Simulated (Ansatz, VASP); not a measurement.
**One calculation of ZnGeN3, two programs**

```
CELL_PARAMETERS angstrom
-2.65727 2.65727 3.75795
2.65727 -2.65727 3.75795
2.65727 2.65727 -3.75795
ATOMIC_POSITIONS crystal
Zn 0.75000 0.25000 0.50000
Zn 0.25000 0.75000 0.50000
Ge 0.50000 0.50000 0.00000
Ge 0.00000 0.00000 0.00000
N 0.27678 0.77678 0.05355
N 0.77678 0.72322 0.50000
N 0.75000 0.75000 0.00000
N 0.72322 0.22322 0.94645
N 0.22322 0.27678 0.50000
N 0.25000 0.25000 0.00000
```

Alike in both runs: task single point; functional PBE; k mesh 4 × 4 × 4; occupations gaussian, width 0.1 eV; no spin polarisation.

```csv
,VASP,Ansatz
version,VASP 6.6.1,Ansatz 0.2.0
potentials or method,"VASP PAW PBE potentials, release 64 (Zn, Ge_d, N), cutoff 520 eV","scalar-relativistic, plane waves, PAW"
valence electrons in the cell,82,82
```

VASP gave:

```
gap on the k mesh at the Fermi level (eV)                     : none
pressure (GPa)                                                : 8.4
traceless stress, the component that is largest in VASP (GPa) : -1.67
rms of the force components (eV/Å)                            : 0.466
```

Problem. Estimate Ansatz's values.

Solution. gap on the k mesh at the Fermi level (eV): none; pressure (GPa): 8.5; traceless stress, the component that is largest in VASP (GPa): -1.65; rms of the force components (eV/Å): 0.467.

Atom by atom the forces differ by 0.001 eV/Å (rms over components). A gap of «none» marks a metal or a gap that the smearing closes.

The k mesh is coarse, so the values compare programs but aren't converged.
